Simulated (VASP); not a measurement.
Write the native input for VASP 6.6.1 that does the following.

- Task: single point
- Functional: PBEsol
- Potentials or basis: VASP PAW PBE potentials, release 64 (Sn_d, O_h)
- Cutoff: 910 eV
- k mesh: 6 × 6 × 6
- Occupations: gaussian, width 0.01 eV
- Spin: no spin polarisation
- Dipole correction: no
- Further INCAR settings: ALGO = Normal; EDIFF = 1e-06; NBANDS = 20

The structure of SnO2 lies in POSCAR:

```
SnO2
1.0
    1.6170930800      0.9336291200      4.8005925800
   -1.6170930800      0.9336291200      4.8005925800
    0.0000000000     -1.8672582400      4.8005925800
Sn O
1 2
Direct
    0.5000000007      0.5000000007      0.5000000007
    0.2309860643      0.2433539362      0.2371700002
    0.7628300005      0.7628300005      0.7628300005
```

The input as run:

INCAR

```
ALGO     = Normal         # electronic algorithm
EDIFF    = 1E-6           # SCF threshold, eV
ENCUT    = 910            # plane-wave cutoff, eV
GGA      = PS             # functional
GGA_COMPAT= False        
ISIF     = 2              # what is computed and relaxed
ISMEAR   = 0              # smearing method
LASPH    = True           # aspherical terms in the spheres
LCHARG   = False          # write CHGCAR
LREAL    = False          # projectors in reciprocal space
LWAVE    = False          # write WAVECAR
NBANDS   = 20             # bands
NELM     = 120            # most SCF steps
PREC     = Accurate       # precision mode
SIGMA    = 0.01           # smearing width, eV
```

KPOINTS

```
k-points
0
Gamma
  6 6 6
```

Potentials or basis: VASP PAW PBE potentials, release 64 (Sn_d, O_h).

The run is started by

```console
$ cat potpaw_PBE.64/Sn_d/POTCAR potpaw_PBE.64/O_h/POTCAR > POTCAR
$ mpirun -np 1 vasp_std > vasp.out
```

It gave:

```yaml
Pressure: -5.0 GPa
Largest_force: 0.378 eV/Å
Band_gap_on_the_k_mesh: 1.86 eV (least direct gap 1.98 eV)
```

Caveat: the cutoff is under 1.25 times the usual one of these potentials, so pressure, stress and relaxed cells hold a basis-set (Pulay) error; the cell stands under tension; the PAW data sets were made with another functional, which shifts forces and pressure a little; spin-orbit coupling is left out, which moves the levels of the heavy elements.

It took 6.5 min on 1 thread of AMD EPYC 9R45 96-Core Processor (Zen 5), with other jobs on the host, peak memory 0.47 GiB.
